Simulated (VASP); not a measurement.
# Si4C5 in VASP: notebook

Runs on Si4C5. Level: PBE. Tasks: single point.

Program: VASP 6.6.1. These are calculated values, not measurements. Logs are shortened: lines on timing, memory, paths and dates and some standing lists are left out, and cuts for length are marked.

## Step 1: The cell of the first run

The cell holds a slab with vacuum, 9 atoms: a = 3.092 Å, b = 3.092 Å, c = 25.234 Å, α = 90.00°, β = 90.00°, γ = 120.00°.

## Step 2: Single point, PBE, collinear spin

File INCAR:

```
PREC     = Accurate       # precision mode
ENCUT    = 520            # plane-wave cutoff, eV
EDIFF    = 1E-6           # SCF threshold, eV
ISMEAR   = 0              # smearing method
SIGMA    = 0.05           # smearing width, eV
LREAL    = F              # projectors in reciprocal space
LASPH    = T              # aspherical terms in the spheres
NELM     = 150            # most SCF steps
ALGO     = Normal         # electronic algorithm
ISIF     = 2              # what is computed and relaxed
LWAVE    = F              # write WAVECAR
LCHARG   = F              # write CHGCAR
ISPIN    = 2              # spin polarisation
MAGMOM   = 0 0 0 0 2 0 0 0 0 # initial moments
LORBIT   = 11             # projections on sites
LDIPOL   = T            
IDIPOL   = 3            
DIPOL    = 0.5 0.5 0.349
GGA      = PE             # functional
NBANDS   = 32             # bands
```

File KPOINTS:

```
regular mesh
0
Gamma
  9 9 1
```

File POSCAR:

```
Si4C5
1.0
    3.0920147208      0.0000000000      0.0000000000
   -1.5460073604      2.6777632971      0.0000000000
    0.0000000000      0.0000000000     25.2337106667
C Si
5 4
Direct
    0.3333333333      0.6666666667      0.1585181051
    0.6666666667      0.3333333333      0.2590546646
    0.3333333333      0.6666666667      0.3607902149
    0.6666666667      0.3333333333      0.4623551549
    0.3333333333      0.6666666667      0.5652640967
    0.6666666667      0.3333333333      0.1834768895
    0.3333333333      0.6666666667      0.2840134490
    0.6666666667      0.3333333333      0.3842867907
    0.3333333333      0.6666666667      0.4848161584
```

Potentials or basis: VASP PAW PBE potentials, release 64 (C, Si).

The run is started by

```bash
$ cat potpaw_PBE.64/C/POTCAR potpaw_PBE.64/Si/POTCAR > POTCAR
$ mpirun -np 1 vasp_std > vasp.out
```

OUTCAR:

```text
PREC = Accurate
   ENCUT = 520
   EDIFF = 1E-6
   ISMEAR = 0
   LREAL = F
   LASPH = T
   NELM = 150
   ISIF = 2
   ISPIN = 2
   LORBIT = 11
   GGA = PE

 ion  position               nearest neighbor table
   1  0.333  0.667  0.159-   6 1.89   6 1.89   6 1.89
   2  0.667  0.333  0.259-   7 1.89   7 1.89   7 1.89   6 1.91
   3  0.333  0.667  0.361-   8 1.88   8 1.88   8 1.88   7 1.94
   4  0.667  0.333  0.462-   9 1.87   9 1.87   9 1.87   8 1.97
   5  0.333  0.667  0.565-   9 2.03
   6  0.667  0.333  0.183-   1 1.89   1 1.89   1 1.89   2 1.91   7 3.10   7 3.10   7 3.10
   7  0.333  0.667  0.284-   2 1.89   2 1.89   2 1.89   3 1.94   8 3.10   8 3.10   8 3.10   6 3.10
                             6 3.10   6 3.10
   8  0.667  0.333  0.384-   3 1.88   3 1.88   3 1.88   4 1.97   7 3.10   7 3.10   7 3.10   9 3.10
                             9 3.10   9 3.10
   9  0.333  0.667  0.485-   4 1.87   4 1.87   4 1.87   5 2.03   8 3.10   8 3.10   8 3.10

  LATTYP: Found a hexagonal cell.
 ALAT       =     3.0920147208
 C/A-ratio  =     8.1609283736

  Lattice vectors:

 A1 = (   3.0920147208,   0.0000000000,   0.0000000000)
 A2 = (  -1.5460073604,   2.6777632971,   0.0000000000)
 A3 = (   0.0000000000,   0.0000000000,  25.2337106667)

Analysis of symmetry for initial positions (statically):
=====================================================================
 Subroutine PRICEL returns:
 Original cell was already a primitive cell.

 Routine SETGRP: Setting up the symmetry group for a
 hexagonal supercell.

 Subroutine GETGRP returns: Found  6 space group operations
 (whereof  6 operations were pure point group operations)
 out of a pool of 24 trial point group operations.

The static configuration has the point symmetry C_3v.

Analysis of symmetry for dynamics (positions and initial velocities):
=====================================================================
 Subroutine PRICEL returns:
 Original cell was already a primitive cell.

 Routine SETGRP: Setting up the symmetry group for a
 hexagonal supercell.

 Subroutine GETGRP returns: Found  6 space group operations
 (whereof  6 operations were pure point group operations)
 out of a pool of 24 trial point group operations.

The dynamic configuration has the point symmetry C_3v.

Analysis of structural, dynamic, and magnetic symmetry:
=====================================================================
 Subroutine PRICEL returns:
 Original cell was already a primitive cell.

 Routine SETGRP: Setting up the symmetry group for a
 hexagonal supercell.

 Subroutine GETGRP returns: Found  6 space group operations
 (whereof  6 operations were pure point group operations)
 out of a pool of 24 trial point group operations.

The overall configuration has the point symmetry C_3v.

 Subroutine INISYM returns: Found  6 space group operations
 (whereof  6 operations are pure point group operations),
 and found     1 'primitive' translations

----------------------------------------------------------------------------------------

                                     Primitive cell

  volume of cell :     208.9271

  direct lattice vectors                    reciprocal lattice vectors
     3.092014721  0.000000000  0.000000000     0.323413725  0.186723001  0.000000000
    -1.546007360  2.677763297  0.000000000     0.000000000  0.373446003  0.000000000
     0.000000000  0.000000000 25.233710667     0.000000000  0.000000000  0.039629526

  length of vectors
     3.092014721  3.092014721 25.233710667     0.373446003  0.373446003  0.039629526

  position of ions in fractional coordinates (direct lattice)
     0.333333333  0.666666667  0.158518105
     0.666666667  0.333333333  0.259054665
     0.333333333  0.666666667  0.360790215
     0.666666667  0.333333333  0.462355155
     0.333333333  0.666666667  0.565264097
     0.666666667  0.333333333  0.183476889
     0.333333333  0.666666667  0.284013449
     0.666666667  0.333333333  0.384286791
     0.333333333  0.666666667  0.484816158

  ion indices of the primitive-cell ions
   primitive index   ion index
[... 62 lines left out ...]
   ISPIN  =      2    spin polarized calculation?
   LNONCOLLINEAR =      F non collinear calculations
   LSORBIT =      F    spin-orbit coupling
   LASPH  =      T    aspherical Exc in radial PAW
   ENCUT  =  520.0 eV  38.22 Ry    6.18 a.u.   5.75  5.75 46.92*2*pi/ulx,y,z
   NELM   =    150;   NELMIN=  2; NELMDL= -5     # of ELM steps
   EDIFF  = 0.1E-05   stopping-criterion for ELM
   LREAL  =      F    real-space projection
   EDIFFG = 0.1E-04   stopping-criterion for IOM
   NSW    =      0    number of steps for IOM
   IBRION =     -1    ionic relax: 0-MD 1-quasi-New 2-CG
   NFREE  =      0    steps in history (QN), initial steepest desc. (CG)
   ISIF   =      2    stress and relaxation
   ISYM   =      2    0-nonsym 1-usesym 2-fastsym
   POTIM  = 0.5000    time-step for ionic-motion
   TEBEG  =    0.0;   TEEND  =   0.0 temperature during run
   PSTRESS=    0.0 pullay stress
   NELECT =      36.0000    total number of electrons
   NUPDOWN=      -1.0000    fix difference up-down
   EMIN   =  10.00;   EMAX   =-10.00  energy-range for DOS
   EFERMI =   0.00;   METHOD = LEGACY
   ISMEAR =     0;   SIGMA  =   0.05  broadening in eV -4-tet -1-fermi 0-gaus
   EFERMI_NEDOS =   21; number of points for ismear=-14 and -15
   IALGO  =     38    algorithm
   IMIX   =      4    mixing-type and parameters
     AMIX     =   0.40;   BMIX     =  1.00
     AMIX_MAG =   1.60;   BMIX_MAG =  1.00
  volume/ion in A,a.u.               =      23.21       156.66
  Fermi-wavevector in a.u.,A,eV,Ry     =   0.910984  1.721510 11.291362  0.829892
  Thomas-Fermi vector in A             =   2.035210
   LORBIT       =     11    0 simple, 1 ext, 2 COOP (PROOUT), +10 PAW based schemes
   GGA     = PE    functional components
   LHFCALC =     F    Hartree Fock is set to
   AEXX    =    0.0000 exact exchange contribution
   IVDW    =     0    specifies the selected vdW correction
   LEPSILON=     F    determine dielectric tensor
   LRPA    =     F    only Hartree local field effects (RPA)
 spin polarized calculation
 Gauss-broadening in eV      SIGMA  =   0.05
  energy-cutoff  :      520.00
  volume of cell :      208.93
 maximum number of plane-waves:      5652
 NGX is ok and might be reduce to    24
   NGX = 11   NGY = 11   NGZ = 93

 dipolmoment           0.000000      0.000000     -0.994785 electrons x Angstroem

 number of electron      36.0000001 magnetization       0.0017712

 number of electron      36.0000001 magnetization      -0.0002642

 dipolmoment           0.000000      0.000000      0.072264 electrons x Angstroem

 Free energy of the ion-electron system (eV)
  ---------------------------------------------------
  ext. energy  EPLUGINS =         0.00000000
  ---------------------------------------------------
  free energy    TOTEN  =       -61.10667334 eV

  energy without entropy =      -61.09409747  energy(sigma->0) =      -61.10038540

 E-fermi :  -0.4394     XC(G=0):  -5.8199

 val. band max:       -0.4445959137   @ k =   0.1111  -0.0000   0.0000
 cond. band min:      -0.4386599900   @ k =   0.2222   0.1111   0.0000
 fundamental gap:      0.0059359237
 Fermi energy:        -0.4394322135

 spin component 1

 k-point     1 :       0.0000    0.0000    0.0000
  band No.  band energies     occupation
      1     -16.1641      1.00000
      2     -15.2866      1.00000
      3     -14.2136      1.00000
      4     -12.8747      1.00000
      5     -10.3817      1.00000
      6      -8.1103      1.00000
[... 385 lines left out ...]
     29       8.6828      0.00000
     30       8.8564      0.00000
 Fermi energy:        -0.4394322135

 spin component 2

 k-point     1 :       0.0000    0.0000    0.0000
  band No.  band energies     occupation
      1     -16.1641      1.00000
      2     -15.2866      1.00000
      3     -14.2136      1.00000
      4     -12.8747      1.00000
      5     -10.3817      1.00000
      6      -8.1104      1.00000
[... 385 lines left out ...]
     29       8.6827      0.00000
     30       8.8564      0.00000
 [bands above 30 left out]

------------------------ aborting loop because EDIFF is reached ----------------------------------------

 vacuum level on the upper side and lower side of the slab       (xc-potential included)         0.663        -0.870

  FORCE on cell =-STRESS in cart. coord.  units (eV):
  Direction    XX          YY          ZZ          XY          YZ          ZX
  --------------------------------------------------------------------------------------
  -------------------------------------------------------------------------------------
  Total       -1.6343591     -1.6343591     -4.0154726      0.0000000      0.0000000      0.0000000
  in kB      -12.5332358    -12.5332358    -30.7930277      0.0000000      0.0000000      0.0000000
  external PRESSURE =     -18.6198331 kB  Pullay stress =       0.0000000 kB

 VOLUME and BASIS-vectors are now :
 -----------------------------------------------------------------------------
  energy-cutoff  :      520.00
  volume of cell :      208.93
      direct lattice vectors                 reciprocal lattice vectors
     3.092014721  0.000000000  0.000000000     0.323413725  0.186723001  0.000000000
    -1.546007360  2.677763297  0.000000000     0.000000000  0.373446003  0.000000000
     0.000000000  0.000000000 25.233710667     0.000000000  0.000000000  0.039629526

 POSITION                                       TOTAL-FORCE (eV/Angst)
 -----------------------------------------------------------------------------------
     -0.00000      1.78518      4.00000         0.000000      0.000000      2.352850
      1.54601      0.89259      6.53691         0.000000     -0.000000      0.793583
     -0.00000      1.78518      9.10408         0.000000     -0.000000     -0.530983
      1.54601      0.89259     11.66694        -0.000000     -0.000000     -1.026177
     -0.00000      1.78518     14.26371        -0.000000     -0.000000     -1.084270
      1.54601      0.89259      4.62980        -0.000000     -0.000000     -2.707034
     -0.00000      1.78518      7.16671        -0.000000      0.000000     -0.237620
      1.54601      0.89259      9.69698        -0.000000     -0.000000      0.758317
     -0.00000      1.78518     12.23371        -0.000000      0.000000      1.681334
 -----------------------------------------------------------------------------------
    total drift:                                0.000000     -0.000000      0.000181

  FREE ENERGIE OF THE ION-ELECTRON SYSTEM (eV)
  ---------------------------------------------------
  free  energy   TOTEN  =       -61.1066733414 eV

  energy  without entropy=      -61.0940974671  energy(sigma->0) =      -61.10038540

 vacuum level on the upper side and lower side of the slab         7.630         6.066

 total charge

# of ion       s       p       d       tot
------------------------------------------
    1        0.874   1.513   0.000   2.388
    2        0.846   1.680   0.000   2.526
    3        0.839   1.692   0.000   2.532
    4        0.843   1.678   0.000   2.521
    5        1.018   1.005   0.000   2.023
    6        0.707   0.954   0.000   1.661
    7        0.706   0.946   0.000   1.651
    8        0.710   0.946   0.000   1.656
    9        0.718   0.958   0.000   1.675
--------------------------------------------------
tot          7.262  11.370   0.000  18.633

 magnetization (x)

# of ion       s       p       d       tot
------------------------------------------
    1       -0.000  -0.000   0.000  -0.000
    2       -0.000  -0.000   0.000  -0.000
    3       -0.000  -0.000   0.000  -0.000
    4        0.000  -0.000   0.000  -0.000
    5       -0.000  -0.000   0.000  -0.000
    6        0.000   0.000   0.000   0.000
    7        0.000   0.000   0.000   0.000
    8       -0.000  -0.000   0.000  -0.000
    9       -0.000  -0.000   0.000  -0.000
--------------------------------------------------
tot         -0.000  -0.000   0.000  -0.000
```

Run time: 13 min. Hardware: 1 thread of AMD EPYC 9R45 (Zen 5), shared host; peak memory 0.43 GiB.

Results:

```yaml
Free_energy: -61.1067 eV
Largest_force: 2.707 eV/Å
Band_gap_on_the_k_mesh: zero (filled and empty bands overlap)
Net_moment: 0.00 μB per cell
Valence_electrons_inside_the_program's_atomic_spheres: C 2.39, 2.53, 2.52, 2.02 (each value once); Si 1.66, 1.65, 1.68 (each value once)
```

Forces on the atoms (eV/Å):
```
C    0.000  0.000  2.353
C    0.000  0.000  0.794
C    0.000  0.000 -0.531
C    0.000  0.000 -1.026
C    0.000  0.000 -1.084
Si   0.000  0.000 -2.707
Si   0.000  0.000 -0.238
Si   0.000  0.000  0.758
Si   0.000  0.000  1.681
```

(Part 1 of 3 ends here.)

The gap in the log of VASP goes by the Fermi energy; the results here count the filled bands.